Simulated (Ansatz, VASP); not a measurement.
Mo: VASP beside Ansatz

```
Mo
1.0
     2.73419    0.00000    0.00000
    -1.36709    2.36787    0.00000
     0.00000    0.00000    4.82292
Mo
2
Direct
  0.33333 0.66667 0.25000
  0.66667 0.33333 0.75000
```

Alike in both runs: task single point; functional PBEsol; k mesh 15 × 15 × 8; occupations fermi-dirac, width 0.1 eV; no spin polarisation.

```csv
,VASP,Ansatz
version,VASP 6.6.1,Ansatz 0.2.0
potentials or method,"VASP PAW PBE potentials, release 64 (Mo_sv), cutoff 520 eV","plane waves (420 eV) with PAW, scalar-relativistic"
valence electrons in the cell,28,28
```

```tsv
	VASP	Ansatz	Ansatz less VASP
pressure (GPa)	0.5	0.0	-0.50
traceless stress, the component that is largest in VASP (GPa)	0.07	0.16	+0.089
```

VASP's potentials were made for PBE, not for PBEsol, and Ansatz warns of the same on its side. The functional is the same, so the differences come from potentials, cutoffs and numerics.
